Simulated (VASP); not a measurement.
**AlNi: relaxation of shape and atoms at fixed volume with PBEsol**

AlNi:

```
CELL_PARAMETERS angstrom
1.98006 -1.98009 0.00000
1.98006 1.98009 0.00000
0.00000 0.00000 2.81083
ATOMIC_POSITIONS crystal
Al 0.00000 0.00000 0.00000
Ni 0.50000 0.50000 0.50000
```

```
Program                : VASP 6.6.1
Task                   : relaxation of shape and atoms at fixed volume
Functional             : PBEsol
Potentials or basis    : VASP PAW PBE potentials, release 64 (Al, Ni)
Cutoff                 : 600 eV
k mesh                 : 16 × 16 × 14
Occupations            : gaussian, width 0.1 eV
Spin                   : no spin polarisation
Dipole correction      : no
Further INCAR settings : ALGO = Fast; EDIFF = 1e-06; IBRION = 2; EDIFFG = -0.01; NSW = 50; ISIF = 4
```

```json
{"Pressure after relaxing": "12.6 GPa", "Band gap on the k mesh": "zero (an odd number of electrons rules out a gap without spin polarisation)"}
```

Stress tensor (GPa, compression positive):
```
12.59  0.00  0.00
 0.00 12.59  0.00
 0.00  0.00 12.51
```

Final structure:
```xyz
2
Lattice="1.9801 -1.9801 0.0000 1.9801 1.9801 0.0000 0.0000 0.0000 2.8108" Properties=species:S:1:pos:R:3 pbc="T T T"
Al    0.0000    0.0000    0.0000
Ni    1.9801    0.0000    1.4054
```

Levels at points of the mesh, in eV from the Fermi level:
| k point | band 3 | band 4 | band 5 | band 6 | band 7 | band 8 | band 9 | band 10 |
| --- | --- | --- | --- | --- | --- | --- | --- | --- |
| (0.00, 0.00, 0.00) | -3.63 | -1.71 | -1.71 | -1.70 | 5.77 | 5.92 | 5.92 | 8.43 |
| (0.50, 0.00, 0.00) | -3.09 | -2.50 | -2.48 | -1.60 | -0.67 | 8.40 | 10.33 | 10.46 |
| (0.50, 0.50, 0.00) | -3.08 | -3.08 | -2.32 | -2.32 | -1.10 | 1.65 | 2.94 | 13.16 |
| (0.00, 0.00, 0.50) | -3.10 | -2.48 | -2.48 | -1.60 | -0.70 | 8.40 | 10.45 | 10.51 |
| (0.50, 0.00, 0.50) | -3.11 | -3.09 | -2.31 | -2.30 | -1.11 | 1.62 | 2.90 | 13.26 |
| (0.50, 0.50, 0.50) | -4.51 | -1.08 | -1.07 | 1.92 | 1.93 | 1.93 | 4.48 | 4.84 |

Run time: 39 s on 1 thread of Intel(R) Xeon(R) 6975P-C (Granite Rapids) (shared host), peak memory 0.3 GiB.

Caveat: the PAW data sets were made with another functional, which shifts forces and pressure a little. Spin polarisation is off, so any magnetic state and its effect on volume and gap are missing.
